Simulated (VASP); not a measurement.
# LaB6 (Pm-3m) in VASP: a series of runs, part 2 of 2

VASP 6.6.1.

## Step 3: Single point, r2SCAN+D3(BJ)

This run uses another cell than the first one, of 10.26 Å³/atom, 1.011 times its volume.

POSCAR

```
LaB6
1.0
    4.1569950254      0.0000000000      0.0000000000
    0.0000000000      4.1569950254      0.0000000000
    0.0000000000      0.0000000000      4.1569950254
La B
1 6
Direct
    0.0000000000      0.0000000000      0.0000000000
    0.1999743221      0.5000000000      0.5000000000
    0.8000256779      0.5000000000      0.5000000000
    0.5000000000      0.5000000000      0.1999743221
    0.5000000000      0.5000000000      0.8000256779
    0.5000000000      0.1999743221      0.5000000000
    0.5000000000      0.8000256779      0.5000000000
```

INCAR.step1

```
SYSTEM = LaB6
ALGO = Normal
EDIFF = 1E-4
ENCUT = 520
GGA = PE
ISMEAR = 0
LASPH = .TRUE.
LCHARG = .FALSE.
LREAL = .FALSE.
LWAVE = .TRUE.
NBANDS = 24
NELM = 100
PREC = Accurate
SIGMA = 0.05
```

INCAR.step2

```
SYSTEM = LaB6
ALGO = Normal
EDIFF = 1E-6
ENCUT = 520
ISIF = 2
ISMEAR = 0
ISTART = 1
IVDW = 12
LASPH = .TRUE.
LCHARG = .FALSE.
LMIXTAU = .TRUE.
LREAL = .FALSE.
LWAVE = .FALSE.
METAGGA = R2SCAN
NBANDS = 24
NELM = 100
PREC = Accurate
SIGMA = 0.05
VDW_A1 = 0.49484001
VDW_A2 = 5.73083694
VDW_S6 = 1.0
VDW_S8 = 0.78981345
```

KPOINTS

```
k-points
0
G
  6 6 6
  0 0 0
```

Potentials or basis: VASP PAW PBE potentials, release 64 (La, B).

The run is started by

```
> cat potpaw_PBE.64/La/POTCAR potpaw_PBE.64/B/POTCAR > POTCAR
> cp INCAR.step1 INCAR
> mpirun -np 1 vasp_std > vasp.out
> cp INCAR.step2 INCAR
> mpirun -np 1 vasp_std > vasp.out
```

OUTCAR:

```text
SYSTEM = LaB6
   EDIFF = 1E-6
   ENCUT = 520
   ISIF = 2
   ISMEAR = 0
   ISTART = 1
   IVDW = 12
   LASPH = .TRUE.
   LREAL = .FALSE.
   METAGGA = R2SCAN
   NELM = 100
   PREC = Accurate
 IVDW          = 12

 ion  position               nearest neighbor table
   1  0.000  0.000  0.000-
   2  0.200  0.500  0.500-   3 1.66   4 1.76   5 1.76   6 1.76   7 1.76
   3  0.800  0.500  0.500-   2 1.66   4 1.76   5 1.76   6 1.76   7 1.76
   4  0.500  0.500  0.200-   5 1.66   3 1.76   2 1.76   6 1.76   7 1.76
   5  0.500  0.500  0.800-   4 1.66   3 1.76   2 1.76   6 1.76   7 1.76
   6  0.500  0.200  0.500-   7 1.66   3 1.76   4 1.76   5 1.76   2 1.76
   7  0.500  0.800  0.500-   6 1.66   3 1.76   4 1.76   5 1.76   2 1.76

  LATTYP: Found a simple cubic cell.
 ALAT       =     4.1569950254

  Lattice vectors:

 A1 = (   4.1569950254,   0.0000000000,   0.0000000000)
 A2 = (   0.0000000000,   4.1569950254,   0.0000000000)
 A3 = (   0.0000000000,   0.0000000000,   4.1569950254)

Analysis of symmetry for initial positions (statically):
=====================================================================
 Subroutine PRICEL returns:
 Original cell was already a primitive cell.

 Routine SETGRP: Setting up the symmetry group for a
 simple cubic supercell.

 Subroutine GETGRP returns: Found 48 space group operations
 (whereof 48 operations were pure point group operations)
 out of a pool of 48 trial point group operations.

The static configuration has the point symmetry O_h .

Analysis of symmetry for dynamics (positions and initial velocities):
=====================================================================
 Subroutine PRICEL returns:
 Original cell was already a primitive cell.

[... 131 lines left out ...]
     AMIX     =   0.40;   BMIX     =  1.00
     AMIX_MAG =   1.60;   BMIX_MAG =  1.00
  volume/ion in A,a.u.               =      10.26        69.25
  Fermi-wavevector in a.u.,A,eV,Ry     =   1.209933  2.286442 19.918084  1.463938
  Thomas-Fermi vector in A             =   2.345495
   LORBIT       =      0    0 simple, 1 ext, 2 COOP (PROOUT), +10 PAW based schemes
   METAGGA = R2SCAN    functional components
   LHFCALC =     F    Hartree Fock is set to
   AEXX    =    0.0000 exact exchange contribution
   IVDW    =    12    specifies the selected vdW correction
   LEPSILON=     F    determine dielectric tensor
   LRPA    =     F    only Hartree local field effects (RPA)
 non-spin polarized calculation
 Gauss-broadening in eV      SIGMA  =   0.05
  energy-cutoff  :      520.00
  volume of cell :       71.84
 maximum number of plane-waves:      1956
 NGX is ok and might be reduce to    32
   NGX = 15   NGY = 15   NGZ = 15

 number of electron      29.0000003 magnetization

 Free energy of the ion-electron system (eV)
  ---------------------------------------------------
  ext. energy  EPLUGINS =         0.00000000
  ---------------------------------------------------
  free energy    TOTEN  =       -78.20913309 eV

  energy without entropy =      -78.20698519  energy(sigma->0) =      -78.20805914

 E-fermi :   8.7963     XC(G=0): -11.9258

 val. band max:        8.7826143759   @ k =   0.5000   0.3333   0.0000
 cond. band min:       8.8416262801   @ k =   0.1667   0.1667   0.0000
 fundamental gap:      0.0590119042
 Fermi energy:         8.7962853355

 k-point     1 :       0.0000    0.0000    0.0000
  band No.  band energies     occupation
      1     -25.6730      2.00000
      2      -8.9711      2.00000
      3      -8.9711      2.00000
      4      -8.9711      2.00000
      5      -7.8504      2.00000
      6       0.3421      2.00000
[... 529 lines left out ...]
     23      13.1487      0.00000
     24      13.3860      0.00000

------------------------ aborting loop because EDIFF is reached ----------------------------------------

 Edisp (eV)   -0.84212

 E8    (eV) :    -0.2737

  FORCE on cell =-STRESS in cart. coord.  units (eV):
  Direction    XX          YY          ZZ          XY          YZ          ZX
  --------------------------------------------------------------------------------------
  -------------------------------------------------------------------------------------
  Total      -1.14049    -1.14049    -1.14049     0.00000     0.00000    -0.00000
  in kB     -25.43679   -25.43679   -25.43679     0.00000     0.00000    -0.00000
  external pressure =      -25.44 kB  Pullay stress =        0.00 kB

 VOLUME and BASIS-vectors are now :
 -----------------------------------------------------------------------------
  energy-cutoff  :      520.00
  volume of cell :       71.84
      direct lattice vectors                 reciprocal lattice vectors
     4.156995025  0.000000000  0.000000000     0.240558383  0.000000000  0.000000000
     0.000000000  4.156995025  0.000000000     0.000000000  0.240558383  0.000000000
     0.000000000  0.000000000  4.156995025     0.000000000  0.000000000  0.240558383

 POSITION                                       TOTAL-FORCE (eV/Angst)
 -----------------------------------------------------------------------------------
      0.00000      0.00000      0.00000         0.000000      0.000000      0.000000
      0.83129      2.07850      2.07850        -0.022394     -0.000000      0.000000
      3.32570      2.07850      2.07850         0.022394      0.000000     -0.000000
      2.07850      2.07850      0.83129        -0.000000     -0.000000     -0.022394
      2.07850      2.07850      3.32570         0.000000      0.000000      0.022394
      2.07850      0.83129      2.07850         0.000000     -0.022394      0.000000
      2.07850      3.32570      2.07850        -0.000000      0.022394     -0.000000
 -----------------------------------------------------------------------------------
    total drift:                                0.000000      0.000000      0.000000

  FREE ENERGIE OF THE ION-ELECTRON SYSTEM (eV)
  ---------------------------------------------------
  free  energy   TOTEN  =       -79.0512528057 eV

  energy  without entropy=      -79.0491048990  energy(sigma->0) =      -79.05017885
```

OSZICAR.step1:

```text
N       E                     dE             d eps       ncg     rms          rms(c)
DAV:   1     0.194551065239E+03    0.19455E+03   -0.10996E+04  1024   0.150E+03
DAV:   2    -0.280067172149E+02   -0.22256E+03   -0.18004E+03  1144   0.267E+02
DAV:   3    -0.525292114785E+02   -0.24522E+02   -0.23782E+02  1496   0.105E+02
DAV:   4    -0.534811244651E+02   -0.95191E+00   -0.94915E+00  1648   0.180E+01
DAV:   5    -0.535142462622E+02   -0.33122E-01   -0.33104E-01  1456   0.273E+00    0.909E+00
DAV:   6    -0.493732264059E+02    0.41410E+01   -0.92035E+00  1560   0.155E+01    0.461E+00
DAV:   7    -0.490678978300E+02    0.30533E+00   -0.38003E+00  1448   0.895E+00    0.197E+00
DAV:   8    -0.492017897040E+02   -0.13389E+00   -0.15763E+00  1712   0.122E+01    0.146E+00
DAV:   9    -0.490709353767E+02    0.13085E+00   -0.21654E-01  1624   0.356E+00    0.791E-01
DAV:  10    -0.490429340501E+02    0.28001E-01   -0.27451E-01  1776   0.400E+00    0.248E-01
DAV:  11    -0.490414356967E+02    0.14984E-02   -0.20111E-02  1544   0.118E+00    0.130E-01
DAV:  12    -0.490413380178E+02    0.97679E-04   -0.58210E-04  1528   0.150E-01
   1 F= -.49041338E+02 E0= -.49040434E+02  d E =-.180861E-02
```

It took 86 s on 1 thread of AMD EPYC 9R45 (Zen 5), shared host; peak memory 0.19 GiB.

Results:

```
Free energy                : -79.0513 eV
Pressure                   : -2.5 GPa
Largest force              : 0.022 eV/Å
Dispersion energy per atom : -0.120 eV
```

Forces in eV/Å, atoms in the order of the input:
```
La   0.000  0.000  0.000
B   -0.022  0.000  0.000
B    0.022  0.000  0.000
B    0.000  0.000 -0.022
B    0.000  0.000  0.022
B    0.000 -0.022  0.000
B    0.000  0.022  0.000
```

Levels at points of the mesh, in eV from the Fermi level:
| k point | band 11 | band 12 | band 13 | band 14 | band 15 | band 16 | band 17 | band 18 |
| --- | --- | --- | --- | --- | --- | --- | --- | --- |
| (0.00, 0.00, 0.00) | -7.57 | -2.07 | -2.07 | -2.07 | 0.19 | 0.19 | 0.19 | 1.56 |
| (0.50, 0.00, 0.00) | -3.79 | -3.79 | -3.48 | -2.60 | -1.66 | 1.57 | 1.57 | 1.62 |
| (0.50, 0.50, 0.00) | -4.79 | -4.79 | -3.15 | -3.15 | 1.11 | 1.11 | 2.13 | 2.15 |
| (0.50, 0.50, 0.50) | -5.14 | -2.62 | -2.62 | -2.62 | 1.59 | 1.92 | 1.92 | 1.92 |

Caveat: three body term missing; the PAW data sets were made with another functional, which shifts forces and pressure a little; spin-orbit coupling is left out, which moves the levels of the heavy elements; pairwise dispersion overbinds metals, which lowers pressure and volume.
